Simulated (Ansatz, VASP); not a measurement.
# O in VASP and in Ansatz

```
CELL_PARAMETERS angstrom
9.00000 0.00000 0.00000
0.00000 9.50000 0.00000
0.00000 0.00000 10.00000
ATOMIC_POSITIONS crystal
O 0.50000 0.50000 0.44002
O 0.50000 0.50000 0.55998
```

Alike in both runs: functional LDA; k mesh 1 × 1 × 1; occupations fermi-dirac, width 0.05 eV; collinear spin.

Ansatz relaxed the structure, and its values are those at the end. VASP's run is a single point on that final structure, the one shown.

|  | VASP | Ansatz |
| --- | --- | --- |
| version | VASP 6.6.1 | Ansatz 0.2.0 |
| potentials or method | VASP PAW LDA potentials, release 64 (O), cutoff 520 eV | plane waves, PAW |
| valence electrons in the cell | 12 | 12 |

Ansatz gave:

| Property | Result |
| --- | --- |
| rms of the force components (eV/Å) | 0.002 |
| net moment per atom (μB) | 1.00 |
| size of the moment on the site where the two differ most (μB) | 0.55 |

**Question.** Estimate VASP's values.

**Answer.** rms of the force components (eV/Å): 1.046; net moment per atom (μB): 1.00; size of the moment on the site where the two differ most (μB): 0.80.

LDA's correlation is that of Perdew and Zunger in VASP and of Perdew and Wang (1992) in Ansatz. Site moments also hang on the region over which each program counts them. One of these differences is far larger than is usual between the two programs; its cause wasn't traced. Ansatz's warnings: end state compared, stress scf threshold loose.

Noted on VASP's run: the standard files for N, O and F lose accuracy on very short bonds.
